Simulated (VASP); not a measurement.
HCl: relaxation of the atoms with PBE

The system is HCl.

```
Cl H
1.0
     9.26613    0.00000    0.00000
     0.00000    9.26613    0.00000
     0.00000    0.00000    9.26613
Cl H
12 12
Direct
  0.02711 0.60045 0.11328
  0.05134 0.63331 0.67684
  0.42721 0.55257 0.98255
  0.46734 0.97160 0.57471
  0.06166 0.19725 0.10976
  0.64664 0.14585 0.03488
  0.92509 0.95028 0.53128
  0.70399 0.60771 0.66085
  0.23342 0.85899 0.16005
  0.30807 0.58446 0.47251
  0.91093 0.96629 0.92168
  0.95266 0.33009 0.49661
  0.02225 0.61767 0.97631
  0.09650 0.52163 0.74443
  0.54348 0.49839 0.03381
  0.46643 0.96578 0.43670
  0.07834 0.18848 0.97291
  0.72244 0.16169 0.92049
  0.00466 0.99226 0.42645
  0.77032 0.69891 0.58107
  0.36199 0.90390 0.13695
  0.32451 0.59900 0.33612
  0.01968 0.94399 0.00389
  0.88881 0.38670 0.38799
```

```yaml
Program: VASP 6.6.1
Task: relaxation of the atoms
Functional: PBE
Potentials_or_basis: VASP PAW PBE potentials, release 64 (Cl, H)
Cutoff: 520 eV
k_mesh: 1 × 1 × 1
Occupations: fermi-dirac, width 0.02 eV
Spin: no spin polarisation
Dipole_correction: no
Further_INCAR_settings: LREAL = Auto; ALGO = Normal; EDIFF = 1e-06; IBRION = 2; EDIFFG = -0.3; NSW = 35
```

```
Energy gained by relaxing    : 37.4 meV/atom
Ionic steps                  : 21
Pressure after relaxing      : 0.3 GPa
Largest force after relaxing : 0.260 eV/Å
```

Forces in eV/Å, atoms in the order of the input:
```
Cl  -0.129  0.097  0.189
Cl   0.075  0.015 -0.036
Cl   0.060 -0.022  0.063
Cl  -0.009  0.063 -0.058
Cl   0.063 -0.069  0.181
Cl  -0.141  0.075  0.112
Cl  -0.014 -0.046 -0.087
Cl  -0.049 -0.086  0.072
Cl   0.013  0.029  0.021
Cl   0.004 -0.040 -0.036
Cl  -0.003  0.229  0.122
Cl   0.008  0.053 -0.003
H    0.001 -0.067 -0.034
H    0.033 -0.118 -0.098
H   -0.037 -0.031 -0.065
H   -0.019 -0.024  0.102
H   -0.007 -0.020 -0.201
H    0.104 -0.100 -0.067
H   -0.019 -0.031 -0.014
H    0.112  0.072 -0.062
H    0.024  0.068 -0.066
H   -0.030 -0.025 -0.075
H   -0.049 -0.056  0.021
H    0.008  0.033  0.020
```

Stress tensor (GPa, compression positive):
```
 0.15 -0.12 -0.06
-0.12  0.54  0.01
-0.06  0.01  0.27
```

Step by step:
| step | energy change (eV) | largest force (eV/Å) | pressure (GPa) |
| --- | --- | --- | --- |
| 1 | 0.0000 | 1.0006 | 0.95 |
| 2 | -0.1085 | 0.9340 | 0.30 |
| 3 | -0.1091 | 0.9726 | 0.25 |
| 4 | -0.1847 | 0.8919 | 0.25 |
| 5 | -0.3716 | 0.7418 | 0.24 |
| 6 | -0.5862 | 0.9803 | 0.19 |
| 7 | -0.3450 | 3.0224 | -0.05 |
| 8 | -0.6156 | 1.3532 | 0.15 |
| 9 | -0.6847 | 1.1066 | 0.58 |
| 10 | -0.7077 | 0.3334 | 0.42 |
| 11 | -0.7278 | 0.3557 | 0.39 |
| 12 | -0.7658 | 0.5427 | 0.29 |
| 13 | -0.7240 | 1.3250 | 0.03 |
| 14 | -0.7713 | 0.6937 | 0.23 |
| 15 | -0.7772 | 0.6811 | 0.23 |
| 16 | -0.7939 | 0.6447 | 0.21 |
| 17 | -0.8214 | 0.5733 | 0.17 |
| 18 | -0.8471 | 1.0302 | 0.06 |
| 19 | -0.8692 | 0.7891 | 0.13 |
| 20 | -0.8910 | 0.3260 | 0.31 |
| 21 | -0.8984 | 0.2597 | 0.32 |

Final structure:
```
CELL_PARAMETERS angstrom
9.26613 0.00000 0.00000
0.00000 9.26613 0.00000
0.00000 0.00000 9.26613
ATOMIC_POSITIONS crystal
Cl 0.99631 0.59002 0.10979
Cl 0.07556 0.64551 0.74627
Cl 0.43038 0.55411 0.98901
Cl 0.46810 0.98025 0.57846
Cl 0.08810 0.22581 0.12038
Cl 0.61694 0.17794 0.03553
Cl 0.92069 0.94243 0.52314
Cl 0.67240 0.61370 0.65200
Cl 0.25558 0.86130 0.17254
Cl 0.33085 0.57821 0.45163
Cl 0.92254 0.92487 0.89842
Cl 0.95339 0.31634 0.48261
H 0.01400 0.62552 0.97485
H 0.09978 0.51049 0.72647
H 0.54645 0.48779 0.02757
H 0.46438 0.96398 0.44049
H 0.07653 0.19238 0.98688
H 0.71211 0.15436 0.93763
H 0.00362 0.98917 0.42199
H 0.76671 0.69239 0.58808
H 0.36942 0.92425 0.12391
H 0.32917 0.59442 0.31377
H 0.01498 0.93824 0.00216
H 0.88687 0.39376 0.38854
```

Levels at points of the mesh, in eV from the Fermi level:
| k point | band 46 | band 47 | band 48 | band 49 | band 50 | band 51 |
| --- | --- | --- | --- | --- | --- | --- |
| (0.00, 0.00, 0.00) | -0.64 | -0.59 | -0.49 | 4.48 | 5.48 | 5.74 |

Wall time 32 min on 1 thread of Intel Xeon 8259CL, on a shared host, peak memory 0.74 GiB.

Caveat: the k points lie up to 0.68 Å⁻¹ apart; the relaxation stopped at a loose force limit of 0.3 eV/Å, so its end isn't a converged minimum.
